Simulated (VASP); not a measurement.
A run of VASP 6.6.1:

INCAR

```
  PREC = Accurate
  ENCUT = 520
  EDIFF = 1E-6
  ISMEAR = 0
  SIGMA = 0.01
  LREAL = F
  LASPH = T
  NELM = 60
  ALGO = Normal
  ISIF = 2
  LWAVE = F
  LCHARG = F
  GGA = CA
  NBANDS = 11
```

Contents of KPOINTS:

```
regular mesh
0
Gamma
  10 10 10
```

Contents of POSCAR:

```
SiC
1.0
    0.0000000000      2.1780523476      2.1780523476
    2.1780523476      0.0000000000      2.1780523476
    2.1780523476      2.1780523476      0.0000000000
Si C
1 1
Direct
    0.0000000000      0.0000000000      0.0000000000
    0.2500000000      0.2500000000      0.2500000000
```

Potentials or basis: VASP PAW LDA potentials, release 64 (Si, C).

The run is started by

```sh
$ cat potpaw_LDA.64/Si/POTCAR potpaw_LDA.64/C/POTCAR > POTCAR
$ mpirun -np 1 vasp_std > vasp.out
```

Hardware: 1 thread of Intel Xeon 8259CL, with other jobs on the host.

**Question.** Estimate the wall time of this run.

**Answer.** Run time: 9.9 s on 1 thread of Intel Xeon 8259CL (shared host), peak memory 0.12 GiB. Counts: scf iterations 11, k points 47.
